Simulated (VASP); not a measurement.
A run of VASP 6.6.1 is set up as follows.

The input INCAR:

```
PREC = Accurate ; ENCUT = 520
EDIFF = 1E-6 ; ISMEAR = 0
SIGMA = 0.1 ; LREAL = F
LASPH = T ; NELM = 100
ALGO = Normal ; ISIF = 2
LWAVE = F ; LCHARG = F
GGA = PE ; NBANDS = 32
```

File KPOINTS:

```
regular mesh
0
Gamma
  6 6 2
```

Contents of POSCAR:

```
BiO5
1.0
    3.4350061772     -0.0000000035      0.0000000000
   -1.7175030855      2.9748026134      0.0000000000
    0.0000000000      0.0000000000     10.6944145179
Bi O
1 5
Direct
    0.0000000000      0.0000000000      0.0000000000
    0.6666666667      0.3333333333      0.8822883479
    0.0000000000      0.0000000000      0.5589748594
    0.6666666667      0.3333333333      0.5000000000
    0.0000000000      0.0000000000      0.4410251406
    0.6666666667      0.3333333333      0.1177116521
```

Potentials or basis: VASP PAW PBE potentials, release 64 (Bi_d, O).

Command:

```bash
$ cat potpaw_PBE.64/Bi_d/POTCAR potpaw_PBE.64/O/POTCAR > POTCAR
$ mpirun -np 1 vasp_std > vasp.out
```

Predict the largest force.

0.805 eV/Å.

Estimate the pressure.

0.7 GPa.

Stress tensor (GPa, compression positive):
```
0.34 0.00 0.00
0.00 0.34 0.00
0.00 0.00 1.44
```

Caveat: an odd number of electrons without spin polarisation forces a metal; a magnetic or distorted state may lie lower.
